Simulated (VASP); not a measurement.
The system is KRu2.

```
CELL_PARAMETERS angstrom
3.70080 0.00000 0.00000
-1.85040 3.20499 0.00000
0.00000 0.00000 8.05768
ATOMIC_POSITIONS crystal
K 0.00000 0.00000 0.00000
Ru 0.66667 0.33333 0.62630
Ru 0.33333 0.66667 0.37370
```

The cell was built from a structure type or drawn by symmetry, and may not be a known phase.

```yaml
Program: VASP 6.6.1
Task: relaxation of cell and atoms
Functional: PBE
Potentials_or_basis: VASP PAW PBE potentials, release 64 (K_sv, Ru_sv)
Cutoff: 600 eV
k_mesh: 6 × 6 × 2
Occupations: gaussian, width 0.1 eV
Spin: no spin polarisation
```

At the start: pressure -15.0 GPa; volume 31.86 Å³/atom.

Task: Where does the relaxation end?

Result: Over 19 steps the energy falls by 1322.1 meV/atom and the volume is 18.40 Å³/atom (-42.2 %); space group P-3m1 (No. 164, to 0.1 Å) before and after.

Step by step:
```tsv
step	energy change (eV)	largest force (eV/Å)	pressure (GPa)	volume (Å³)
1	0.0000	2.9300	-14.97	95.57
2	-2.9123	1.7976	6.62	60.03
3	-2.9914	0.3522	-1.01	63.53
4	-2.9925	0.5540	0.02	62.97
5	-3.3631	1.7389	0.02	60.56
6	-3.5370	1.1812	13.19	52.15
7	-3.8585	1.6494	1.34	57.04
8	-3.8669	1.0934	5.85	54.49
9	-3.9072	1.3363	3.30	55.68
10	-3.6935	1.2939	-8.33	58.53
11	-3.9460	0.1065	-0.71	56.39
12	-3.9470	0.2404	-0.26	56.29
13	-3.9470	0.2627	-0.18	56.28
14	-3.9619	0.1710	-0.67	56.04
15	-3.9628	0.1330	-0.81	55.96
16	-3.9660	0.0412	0.42	54.98
17	-3.9661	0.0572	0.21	55.14
18	-3.9658	0.1082	-0.41	55.29
19	-3.9663	0.0047	-0.02	55.20
```

Final structure:
```
CELL_PARAMETERS angstrom
2.84490 0.00000 0.00000
-1.42245 2.46376 0.00000
0.00000 0.00000 7.87497
ATOMIC_POSITIONS crystal
K 0.00000 0.00000 0.00000
Ru 0.66667 0.33333 0.62294
Ru 0.33333 0.66667 0.37706
```

Caveat: the k points lie up to 0.43 Å⁻¹ apart in the final cell, too coarse for converged energies and pressures of a metal; the volume moved by over 15 % at a fixed basis, so the end points are rough.
